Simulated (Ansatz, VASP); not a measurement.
**Two plane-wave programs on Al**

File INCAR:

```
SYSTEM = Al
PREC = Accurate
ENCUT = 520
EDIFF = 1E-6
ISMEAR = 0
SIGMA = 0.1
LREAL = .False.
LASPH = .True.
NELM = 80
ALGO = Normal
ISIF = 2
LWAVE = .False.
LCHARG = .True.
GGA = PE
LELF = .True.
LVHAR = .True.
NBANDS = 8
```

The input KPOINTS:

```
regular mesh
0
Gamma
  12 12 17
  0 0 0
```

POSCAR

```
Al
1.0
    2.9076391747     -0.0000086905      0.0071089837
   -0.0000086905      2.9076391747      0.0071089837
    1.4586519927      1.4586519927      1.9765726306
Al
1
Direct
    0.0000000000      0.0000000000      0.0000000000
```

Input for Ansatz:

```yaml
crystal:
  lattice:
    - [2.9076391747, -8.6905e-06, 0.0071089837]
    - [-8.6905e-06, 2.9076391747, 0.0071089837]
    - [1.4586519927, 1.4586519927, 1.9765726306]
  atoms:
    - { symbol: Al, position: [0.0, 0.0, 0.0] }
basis:
  ecutwfc: 420
kpoints:
  mp_grid: { grid: [12, 12, 17] }
hamiltonian:
  xc: pbe
scf:
  occupations: { method: gaussian, width: 0.1 }
output:
  forces: true
  stress: true
  eigenvalues: true
```

Change from the starting cell: band edges of the strained film's bulk.

Alike in both runs: task single point; functional PBE; k mesh 12 × 12 × 17; occupations gaussian, width 0.1 eV; no spin polarisation.

|  | VASP | Ansatz |
| --- | --- | --- |
| version | VASP 6.6.1 | Ansatz 0.2.0 |
| potentials or method | VASP PAW PBE potentials, release 64 (Al), cutoff 520 eV | scalar-relativistic, plane waves, PAW |
| valence electrons in the cell | 3 | 3 |

```tsv
	VASP	Ansatz	Ansatz less VASP
gap on the k mesh at the Fermi level (eV)	none	none	-
pressure (GPa)	-0.7	-0.7	+0.04
traceless stress, the component that is largest in VASP (GPa)	0.65	0.65	-0.001
```

A gap of «none» marks a metal or a gap that the smearing closes.
